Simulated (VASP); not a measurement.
A run of VASP 6.6.1 is set up as follows.

File INCAR:

```
ALGO     = Fast           # electronic algorithm
EDIFF    = 1E-6           # SCF threshold, eV
ENCUT    = 520            # plane-wave cutoff, eV
GGA      = CA             # functional
ISIF     = 2              # what is computed and relaxed
ISMEAR   = -1             # smearing method
LASPH    = T              # aspherical terms in the spheres
LCHARG   = T              # write CHGCAR
LELF     = T              # ELF
LREAL    = F              # projectors in reciprocal space
LVHAR    = T            
LWAVE    = F              # write WAVECAR
NBANDS   = 12             # bands
NELM     = 80             # most SCF steps
PREC     = Accurate       # precision mode
SIGMA    = 0.05           # smearing width, eV
```

KPOINTS

```
k-points
0
Gamma
  11 11 11
```

POSCAR

```
Nb
1.0
    0.0000000000      2.1564811194      2.1564811194
    2.1564811194      0.0000000000      2.1564811194
    2.1564811194      2.1564811194      0.0000000000
Nb
1
Direct
    0.0000000000      0.0000000000      0.0000000000
```

Potentials or basis: VASP PAW LDA potentials, release 64 (Nb_sv).

Command:

```sh
$ cat potpaw_LDA.64/Nb_sv/POTCAR > POTCAR
$ mpirun -np 1 vasp_std > vasp.out
```

(1) Predict the pressure.

## Answers

(1) -18.4 GPa.
